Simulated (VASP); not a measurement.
Input of a VASP 6.6.1 run:

INCAR

```
SYSTEM = Ge4P
ALGO = Normal
EDIFF = 1E-7
ENCUT = 520
GGA = PE
ISIF = 2
ISMEAR = 0
LASPH = .True.
LCHARG = .True.
LELF = .True.
LREAL = .False.
LVHAR = .True.
LWAVE = .False.
NBANDS = 38
NELM = 100
PREC = Accurate
SIGMA = 0.1
```

The input KPOINTS:

```
k-points
0
Gamma
  10 10 10
  0 0 0
```

Contents of POSCAR:

```
Ge4P
1.0
   -2.5067460599      2.5067460599      3.9215346584
    2.5067460599     -2.5067460599      3.9215346584
    2.5067460599      2.5067460599     -3.9215346584
Ge P
4 1
Direct
    0.6794203757      0.6794203757      0.0000000000
    0.3205796243      0.3205796243      0.0000000000
    0.0000000000      0.5000000000      0.5000000000
    0.5000000000      0.0000000000      0.5000000000
    0.0000000000      0.0000000000      0.0000000000
```

Potentials or basis: VASP PAW PBE potentials, release 64 (Ge_d, P).

Run with:

```console
$ cat potpaw_PBE.64/Ge_d/POTCAR potpaw_PBE.64/P/POTCAR > POTCAR
$ mpirun -np 1 vasp_std > vasp.out
```

Task: Predict the band gap on the k mesh.

Result: Zero (an odd number of electrons rules out a gap without spin polarisation).

Task: Predict the pressure.

Result: 0.0 GPa.

Forces in eV/Å, atoms in the order of the input:
```
Ge   0.000  0.000  0.012
Ge   0.000  0.000 -0.012
Ge   0.000  0.000  0.000
Ge   0.000  0.000  0.000
P    0.000  0.000  0.000
```
